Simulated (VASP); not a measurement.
# BaAs2Ru2 (lda) (I4/mmm) in VASP: a series of runs

Runs on BaAs2Ru2 (lda). Level: LDA. Tasks: single point.

All numbers are computed with VASP 6.6.1; they aren't measurements. Logs are shortened: lines on timing, memory, paths and dates and some standing lists are left out, and cuts for length are marked.

### 1 The cell of the first run

The structure is tetragonal, space group I4/mmm (No. 139). The conventional cell has a = 4.171 Å, b = 4.171 Å, c = 12.425 Å, α = 90.00°, β = 90.00°, γ = 90.00°. Within 4.6 Å of Ba (site symmetry 4/mmm) lie 10 As at 3.50 to 4.33 Å and 8 Ru at 3.74 Å and 4 Ba at 4.17 Å. As (site symmetry 4mm) has 4 Ru at 2.42 Å within 3.2 Å. Ru (site symmetry -4m2) has 4 As at 2.42 Å and 4 Ru at 2.95 Å within 3.2 Å.

### 2 Single point, LDA

INCAR

```
SYSTEM = BaAs2Ru2
ALGO     = Normal         ! electronic algorithm
EDIFF    = 1E-6           ! SCF threshold, eV
ENCUT    = 500            ! plane-wave cutoff, eV
GGA      = CA             ! functional
GGA_COMPAT= .False.      
ISIF     = 2              ! what is computed and relaxed
ISMEAR   = 0              ! smearing method
LASPH    = .True.         ! aspherical terms in the spheres
LCHARG   = .False.        ! write CHGCAR
LREAL    = .False.        ! projectors in reciprocal space
LWAVE    = .False.        ! write WAVECAR
NBANDS   = 32             ! bands
NELM     = 120            ! most SCF steps
PREC     = Accurate       ! precision mode
SIGMA    = 0.1            ! smearing width, eV
```

KPOINTS

```
k-points
0
Gamma
  6 6 6
  0 0 0
```

POSCAR

```
BaAs2Ru2
1.0
   -2.0856048413      2.0856048413      6.2124597899
    2.0856048413     -2.0856048413      6.2124597899
    2.0856048413      2.0856048413     -6.2124597899
Ba As Ru
1 2 2
Direct
    0.0000000000      0.0000000000      0.0000000000
    0.6513672600      0.6513672600      0.0000000000
    0.3486327400      0.3486327400      0.0000000000
    0.7500000000      0.2500000000      0.5000000000
    0.2500000000      0.7500000000      0.5000000000
```

Potentials or basis: VASP PAW LDA potentials, release 64 (Ba_sv, As, Ru_pv).

Launch:

```console
$ cat potpaw_LDA.64/Ba_sv/POTCAR potpaw_LDA.64/As/POTCAR potpaw_LDA.64/Ru_pv/POTCAR > POTCAR
$ mpirun -np 1 vasp_std > vasp.out
```

OUTCAR:

```text
SYSTEM = BaAs2Ru2
   EDIFF = 1E-6
   ENCUT = 500
   GGA = CA
   ISIF = 2
   ISMEAR = 0
   LASPH = .True.
   LREAL = .False.
   NELM = 120
   PREC = Accurate

 ion  position               nearest neighbor table
   1  0.000  0.000  0.000-   3 3.50   2 3.50   2 3.50   2 3.50   3 3.50   3 3.50   2 3.50   3 3.50
                             5 3.74   4 3.74   5 3.74   4 3.74   4 3.74   4 3.74   5 3.74   5 3.74
   2  0.651  0.651  0.000-   4 2.42   5 2.42   5 2.42   4 2.42   1 3.50   1 3.50   1 3.50   1 3.50

   3  0.349  0.349  0.000-   4 2.42   5 2.42   5 2.42   4 2.42   1 3.50   1 3.50   1 3.50   1 3.50

   4  0.750  0.250  0.500-   2 2.42   3 2.42   3 2.42   2 2.42   5 2.95   5 2.95   5 2.95   5 2.95
                             1 3.74   1 3.74   1 3.74   1 3.74
   5  0.250  0.750  0.500-   2 2.42   3 2.42   3 2.42   2 2.42   4 2.95   4 2.95   4 2.95   4 2.95
                             1 3.74   1 3.74   1 3.74   1 3.74

  LATTYP: Found a body centered tetragonal cell.
 ALAT       =     4.1712096826
 C/A-ratio  =     2.9787329157

  Lattice vectors:

 A1 = (  -2.0856048413,   2.0856048413,   6.2124597899)
 A2 = (   2.0856048413,  -2.0856048413,   6.2124597899)
 A3 = (   2.0856048413,   2.0856048413,  -6.2124597899)

Analysis of symmetry for initial positions (statically):
=====================================================================
 Subroutine PRICEL returns:
 Original cell was already a primitive cell.

 Routine SETGRP: Setting up the symmetry group for a
 body centered tetragonal supercell.

 Subroutine GETGRP returns: Found 16 space group operations
 (whereof 16 operations were pure point group operations)
 out of a pool of 16 trial point group operations.

The static configuration has the point symmetry D_4h.

Analysis of symmetry for dynamics (positions and initial velocities):
=====================================================================
 Subroutine PRICEL returns:
 Original cell was already a primitive cell.

 Routine SETGRP: Setting up the symmetry group for a
 body centered tetragonal supercell.

 Subroutine GETGRP returns: Found 16 space group operations
 (whereof 16 operations were pure point group operations)
 out of a pool of 16 trial point group operations.

The dynamic configuration has the point symmetry D_4h.

 Subroutine INISYM returns: Found 16 space group operations
 (whereof 16 operations are pure point group operations),
 and found     1 'primitive' translations

----------------------------------------------------------------------------------------

                                     Primitive cell

  volume of cell :     108.0905

  direct lattice vectors                    reciprocal lattice vectors
    -2.085604841  2.085604841  6.212459790     0.000000000  0.239738607  0.080483418
     2.085604841 -2.085604841  6.212459790     0.239738607  0.000000000  0.080483418
     2.085604841  2.085604841 -6.212459790     0.239738607  0.239738607  0.000000000

  length of vectors
     6.877074360  6.877074360  6.877074360     0.252887683  0.252887683  0.339041590

  position of ions in fractional coordinates (direct lattice)
     0.000000000  0.000000000  0.000000000
     0.651367260  0.651367260  0.000000000
     0.348632740  0.348632740  0.000000000
     0.750000000  0.250000000  0.500000000
     0.250000000  0.750000000  0.500000000

  ion indices of the primitive-cell ions
   primitive index   ion index
                 1           1
                 2           2
                 3           3
                 4           4
                 5           5

----------------------------------------------------------------------------------------

 KPOINTS: k-points

Automatic generation of k-mesh.
 Grid dimensions read from file:
 generate k-points for:    6    6    6

 Generating k-lattice:

  Cartesian coordinates                     Fractional coordinates (reciprocal lattice)
     0.000000000  0.039956435  0.013413903     0.166666667  0.000000000 -0.000000000
     0.039956435  0.000000000  0.013413903     0.000000000  0.166666667 -0.000000000
     0.039956435  0.039956435  0.000000000     0.000000000  0.000000000  0.166666667

  Length of vectors
     0.042147947  0.042147947  0.056506932

  Shift w.r.t. Gamma in fractional coordinates (k-lattice)
     0.000000000  0.000000000  0.000000000

 Subroutine IBZKPT returns following result:
 ===========================================

 Found     30 irreducible k-points:

 Following reciprocal coordinates:
            Coordinates               Weight
  0.000000  0.000000  0.000000      1.000000
  0.166667  0.000000  0.000000      8.000000
  0.333333  0.000000  0.000000      8.000000
  0.500000  0.000000  0.000000      4.000000
  0.166667  0.166667  0.000000      8.000000
  0.333333  0.166667  0.000000     16.000000
[... 16 lines left out ...]
 -0.333333 -0.333333  0.166667      8.000000
 -0.166667 -0.333333  0.166667      8.000000
 [... further k-points ...]
   k-points           NKPTS =     30   k-points in BZ     NKDIM =     30   number of bands    NBANDS=     32
   number of dos      NEDOS =    301   number of ions     NIONS =      5
   total plane-waves  NPLWV = 125000
   dimension x,y,z NGX =    50 NGY =   50 NGZ =   50
   dimension x,y,z NGXF=   100 NGYF=  100 NGZF=  100
   ions per type =               1   2   2
   NGX,Y,Z   is equivalent  to a cutoff of  12.09, 12.09, 12.09 a.u.
   NGXF,Y,Z  is equivalent  to a cutoff of  24.17, 24.17, 24.17 a.u.
 SYSTEM =  BaAs2Ru2
   PREC   = accura    normal or accurate (medium, high low for compatibility)
   ISTART =      0    job   : 0-new  1-cont  2-samecut
   ICHARG =      2    charge: 1-file 2-atom 10-const
   ISPIN  =      1    spin polarized calculation?
   LNONCOLLINEAR =      F non collinear calculations
   LSORBIT =      F    spin-orbit coupling
   LASPH  =      T    aspherical Exc in radial PAW
   ENCUT  =  500.0 eV  36.75 Ry    6.06 a.u.  12.54 12.54 12.54*2*pi/ulx,y,z
   NELM   =    120;   NELMIN=  2; NELMDL= -5     # of ELM steps
   EDIFF  = 0.1E-05   stopping-criterion for ELM
   LREAL  =      F    real-space projection
   EDIFFG = 0.1E-04   stopping-criterion for IOM
   NSW    =      0    number of steps for IOM
   IBRION =     -1    ionic relax: 0-MD 1-quasi-New 2-CG
   NFREE  =      0    steps in history (QN), initial steepest desc. (CG)
   ISIF   =      2    stress and relaxation
   ISYM   =      2    0-nonsym 1-usesym 2-fastsym
   POTIM  = 0.5000    time-step for ionic-motion
   TEBEG  =    0.0;   TEEND  =   0.0 temperature during run
   PSTRESS=    0.0 pullay stress
   NELECT =      48.0000    total number of electrons
   NUPDOWN=      -1.0000    fix difference up-down
   EMIN   =  10.00;   EMAX   =-10.00  energy-range for DOS
   EFERMI =   0.00;   METHOD = LEGACY
   ISMEAR =     0;   SIGMA  =   0.10  broadening in eV -4-tet -1-fermi 0-gaus
   EFERMI_NEDOS =   21; number of points for ismear=-14 and -15
   IALGO  =     38    algorithm
   IMIX   =      4    mixing-type and parameters
     AMIX     =   0.40;   BMIX     =  1.00
     AMIX_MAG =   1.60;   BMIX_MAG =  1.00
  volume/ion in A,a.u.               =      21.62       145.89
  Fermi-wavevector in a.u.,A,eV,Ry     =   1.248991  2.360251 21.224802  1.559979
  Thomas-Fermi vector in A             =   2.383052
   LORBIT       =      0    0 simple, 1 ext, 2 COOP (PROOUT), +10 PAW based schemes
   GGA     = CA    functional components
   LHFCALC =     F    Hartree Fock is set to
   AEXX    =    0.0000 exact exchange contribution
   IVDW    =     0    specifies the selected vdW correction
   LEPSILON=     F    determine dielectric tensor
   LRPA    =     F    only Hartree local field effects (RPA)
 non-spin polarized calculation
 Gauss-broadening in eV      SIGMA  =   0.10
  energy-cutoff  :      500.00
  volume of cell :      108.09
 maximum number of plane-waves:      2769
   NGX = 25   NGY = 25   NGZ = 25

 number of electron      47.9999995 magnetization

 Free energy of the ion-electron system (eV)
  ---------------------------------------------------
  ext. energy  EPLUGINS =         0.00000000
  ---------------------------------------------------
  free energy    TOTEN  =       -37.80595526 eV

  energy without entropy =      -37.79706830  energy(sigma->0) =      -37.80151178

 E-fermi :   6.3831     XC(G=0): -10.9321

 val. band max:        6.3796024385   @ k =   0.3333   0.1667   0.1667
 cond. band min:       6.4352546889   @ k =   0.5000   0.3333   0.0000
 fundamental gap:      0.0556522504
 Fermi energy:         6.3831058733

 k-point     1 :       0.0000    0.0000    0.0000
  band No.  band energies     occupation
      1     -35.9755      2.00000
      2     -35.9755      2.00000
      3     -35.7621      2.00000
      4     -35.7621      2.00000
      5     -35.6784      2.00000
      6     -35.6221      2.00000
[... 24 lines left out ...]
     31      10.5657      0.00000
     32      10.8804      0.00000

 k-point     2 :       0.1667    0.0000    0.0000
  band No.  band energies     occupation
      1     -35.9633      2.00000
      2     -35.9613      2.00000
      3     -35.7785      2.00000
      4     -35.7765      2.00000
      5     -35.6746      2.00000
      6     -35.6258      2.00000
[... 24 lines left out ...]
     31      10.5633      0.00000
     32      11.1181      0.00000

 k-point     3 :       0.3333    0.0000    0.0000
  band No.  band energies     occupation
      1     -35.9284      2.00000
      2     -35.9225      2.00000
      3     -35.8218      2.00000
      4     -35.8158      2.00000
      5     -35.6640      2.00000
      6     -35.6359      2.00000
[... 24 lines left out ...]
     31      10.2434      0.00000
     32      10.8855      0.00000

 k-point     4 :       0.5000    0.0000    0.0000
  band No.  band energies     occupation
      1     -35.8772      2.00000
      2     -35.8772      2.00000
      3     -35.8693      2.00000
      4     -35.8693      2.00000
      5     -35.6499      2.00000
      6     -35.6498      2.00000
[... 654 lines left out ...]
     31      10.1174      0.00000
     32      10.3307      0.00000

 k-point    23 :      -0.3333   -0.3333    0.1667
  band No.  band energies     occupation
      1     -35.9848      2.00000
      2     -35.9170      2.00000
      3     -35.8255      2.00000
      4     -35.7563      2.00000
      5     -35.6712      2.00000
      6     -35.6289      2.00000
[... 24 lines left out ...]
     31      10.3568      0.00000
     32      10.7623      0.00000

 k-point    24 :      -0.1667   -0.3333    0.1667
  band No.  band energies     occupation
      1     -35.9633      2.00000
      2     -35.9613      2.00000
      3     -35.7785      2.00000
      4     -35.7765      2.00000
      5     -35.6746      2.00000
      6     -35.6258      2.00000
[... 24 lines left out ...]
     31      10.4505      0.00000
     32      11.0052      0.00000

 [... further k-points ...]
[... 5 lines left out ...]
  --------------------------------------------------------------------------------------
  -------------------------------------------------------------------------------------
  Total       -3.3942655     -3.3942655     -2.9805393      0.0000000      0.0000000      0.0000000
  in kB      -50.3116736    -50.3116736    -44.1791952      0.0000000      0.0000000      0.0000000
  external PRESSURE =     -48.2675141 kB  Pullay stress =       0.0000000 kB

 VOLUME and BASIS-vectors are now :
 -----------------------------------------------------------------------------
  energy-cutoff  :      500.00
  volume of cell :      108.09
      direct lattice vectors                 reciprocal lattice vectors
    -2.085604841  2.085604841  6.212459790     0.000000000  0.239738607  0.080483418
     2.085604841 -2.085604841  6.212459790     0.239738607  0.000000000  0.080483418
     2.085604841  2.085604841 -6.212459790     0.239738607  0.239738607  0.000000000

 POSITION                                       TOTAL-FORCE (eV/Angst)
 -----------------------------------------------------------------------------------
      0.00000      0.00000      0.00000         0.000000      0.000000     -0.000000
      0.00000      0.00000      8.09319         0.000000      0.000000      0.130868
      0.00000      0.00000      4.33173        -0.000000     -0.000000     -0.130868
      0.00000      2.08560      3.10623         0.000000      0.000000     -0.000000
      2.08560      0.00000      3.10623         0.000000      0.000000     -0.000000
 -----------------------------------------------------------------------------------
    total drift:                               -0.000000      0.000000      0.000000

  FREE ENERGIE OF THE ION-ELECTRON SYSTEM (eV)
  ---------------------------------------------------
  free  energy   TOTEN  =       -37.8059552555 eV

  energy  without entropy=      -37.7970682974  energy(sigma->0) =      -37.80151178
```

Run time: 5.1 min. Hardware: 1 thread of Intel Xeon 8259CL, shared host; peak memory 0.33 GiB.

Results:

* Free energy: -37.8060 eV
* Pressure: -4.8 GPa
* Largest force: 0.131 eV/Å
* Band gap on the k mesh: zero (band 24 reaches 6.65 eV, above the bottom of band 25 at 5.74 eV)

Forces on the atoms (eV/Å):
```
Ba   0.000  0.000  0.000
As   0.000  0.000  0.131
As   0.000  0.000 -0.131
Ru   0.000  0.000  0.000
Ru   0.000  0.000  0.000
```

Stress tensor (GPa, compression positive):
```
-5.03  0.00  0.00
 0.00 -5.03  0.00
 0.00  0.00 -4.42
```

Caveat: spin-orbit coupling is left out, which moves the levels of the heavy elements.

### 3 Single point, LDA

This run uses another cell than the first one, of 20.19 Å³/atom, 0.934 times its volume.

INCAR

```
PREC = Accurate ; ENCUT = 500
EDIFF = 1E-6 ; ISMEAR = 0
SIGMA = 0.1 ; LREAL = F
LASPH = T ; NELM = 120
ALGO = Normal ; ISIF = 2
LWAVE = F ; LCHARG = F
GGA = CA ; NBANDS = 32
GGA_COMPAT = F
```

KPOINTS

```
Automatic mesh
0
Gamma
  12 12 12
```

POSCAR

```
BaAs2Ru2
1.0
   -2.0568623032      2.0568623032      5.9648087731
    2.0568623032     -2.0568623032      5.9648087731
    2.0568623032      2.0568623032     -5.9648087731
Ba As Ru
1 2 2
Direct
    0.0000000000      0.0000000000      0.0000000000
    0.6475310354      0.6475310354      0.0000000000
    0.3524689646      0.3524689646      0.0000000000
    0.7500000000      0.2500000000      0.5000000000
    0.2500000000      0.7500000000      0.5000000000
```

Potentials or basis: VASP PAW LDA potentials, release 64 (Ba_sv, As, Ru_pv).

Launch:

```console
$ cat potpaw_LDA.64/Ba_sv/POTCAR potpaw_LDA.64/As/POTCAR potpaw_LDA.64/Ru_pv/POTCAR > POTCAR
$ mpirun -np 1 vasp_std > vasp.out
```

It took 19 min on 1 thread of Intel Xeon 8259CL, shared host; peak memory 0.62 GiB.

It converged, with:

```
Free energy            : -37.8921 eV
Pressure               : 1.1 GPa
Largest force          : 0.027 eV/Å
Band gap on the k mesh : zero (band 24 reaches 7.56 eV, above the bottom of band 25 at 6.34 eV)
```

Forces in eV/Å, atoms in the order of the input:
```
Ba   0.000  0.000  0.000
As   0.000  0.000 -0.027
As   0.000  0.000  0.027
Ru   0.000  0.000  0.000
Ru   0.000  0.000  0.000
```

Stress tensor (GPa, compression positive):
```
1.12 0.00 0.00
0.00 1.12 0.00
0.00 0.00 0.98
```

Levels at points of the mesh, in eV from the Fermi level:
```csv
k point,band 21,band 22,band 23,band 24,band 25,band 26,band 27,band 28
"(0.00, 0.00, 0.00)",-1.11,-0.21,-0.19,-0.19,0.23,1.24,2.55,3.21
"(0.50, 0.00, 0.00)",-1.94,-1.83,-1.28,-1.08,1.12,1.15,2.06,2.84
"(0.50, 0.50, 0.00)",-2.19,-1.15,-0.99,-0.67,-0.66,-0.26,1.49,1.55
"(0.50, 0.50, 0.50)",-0.33,-0.19,0.31,0.31,0.67,1.24,1.66,3.43
```

Caveat: spin-orbit coupling is left out, which moves the levels of the heavy elements.
